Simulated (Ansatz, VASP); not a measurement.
AlNi: VASP beside Ansatz

```
Al Ni
1.0
     1.92017   -1.92012    0.00000
     1.92017    1.92012    0.00000
     0.00000    0.00000    2.94540
Al Ni
1 1
Direct
  0.00000 0.00000 0.00000
  0.50000 0.50000 0.50000
```

Alike in both runs: task single point; functional PBEsol; k mesh 16 × 16 × 16; occupations gaussian, width 0.15 eV; no spin polarisation.

|  | VASP | Ansatz |
| --- | --- | --- |
| version | VASP 6.6.1 | Ansatz 0.2.0 |
| potentials or method | VASP PAW PBE potentials, release 64 (Al, Ni), cutoff 520 eV | scalar-relativistic, plane waves, PAW |
| valence electrons in the cell | 13 | 21 |

|  | VASP | Ansatz | Ansatz less VASP |
| --- | --- | --- | --- |
| gap on the k mesh at the Fermi level (eV) | none | none | - |
| pressure (GPa) | 16.4 | 15.9 | -0.43 |
| traceless stress, the component that is largest in VASP (GPa) | -4.23 | -4.11 | +0.123 |

VASP's potentials were made for PBE, not for PBEsol, and Ansatz warns of the same on its side. A gap of «none» marks a metal or a gap that the smearing closes. VASP's potentials hold 13 valence electrons a cell and Ansatz's 21, so a difference there can come from the potentials and not from the codes. Ansatz's warnings: near symmetry operations not taken.
